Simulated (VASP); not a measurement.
Nb3N, 4 atoms in the cell. The cell holds a slab with vacuum, 4 atoms: a = 2.983 Å, b = 2.983 Å, c = 19.745 Å, α = 90.00°, β = 90.00°, γ = 90.00°. 

```yaml
Program: VASP 6.6.1
Task: single point
Functional: PBE
Potentials_or_basis: VASP PAW PBE potentials, release 64 (Nb_sv, N)
Cutoff: 520 eV
k_mesh: 9 × 9 × 1
Occupations: gaussian, width 0.1 eV
Spin: no spin polarisation
Dipole_correction: yes
Further_INCAR_settings: ALGO = Normal; EDIFF = 1e-07; NBANDS = 30
```

Potentials or basis: VASP PAW PBE potentials, release 64 (Nb_sv, N).

Launch:

```console
$ cat potpaw_PBE.64/Nb_sv/POTCAR potpaw_PBE.64/N/POTCAR > POTCAR
$ mpirun -np 1 vasp_std > vasp.out
```

Hardware: 1 thread of Intel(R) Xeon(R) Platinum 8559C (Emerald Rapids), with other jobs on the host.

Question: How long does it take, and how much memory?

Answer: It took 2.8 min on 1 thread of Intel(R) Xeon(R) Platinum 8559C (Emerald Rapids), on a shared host, peak memory 0.33 GiB. Counts: scf iterations 28, k points 25.
